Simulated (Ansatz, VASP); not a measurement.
One calculation of CaB6, two programs

```
Ca B
1.0
     4.08565    0.00000    0.00000
     0.00000    4.08565    0.00000
     0.00000    0.00000    4.08565
Ca B
1 6
Direct
  0.50000 0.50000 0.50000
  0.00000 0.00000 0.29893
  0.00000 0.00000 0.70107
  0.29893 0.00000 0.00000
  0.70107 0.00000 0.00000
  0.00000 0.29893 0.00000
  0.00000 0.70107 0.00000
```

Alike in both runs: functional PBEsol; k mesh 10 × 10 × 10; occupations gaussian, width 0.1 eV; no spin polarisation.

Ansatz relaxed the structure, and its values are those at the end. VASP's run is a single point on that final structure, the one shown.

```csv
,VASP,Ansatz
version,VASP 6.6.1,Ansatz 0.2.0
potentials or method,"VASP PAW PBE potentials, release 64 (Ca_sv, B), cutoff 520 eV","scalar-relativistic, plane waves, PAW"
valence electrons in the cell,28,28
```

```csv
,VASP,Ansatz,Ansatz less VASP
gap on the k mesh at the Fermi level (eV),0.12,0.12,-0.001
least direct gap on the mesh (eV),0.12,0.12,-0.003
pressure (GPa),5.2,4.9,-0.34
rms of the force components (eV/Å),0.018,0.000,-0.0180
```

VASP's potentials were made for PBE, not for PBEsol. Ansatz's warnings: stress scf threshold loose.
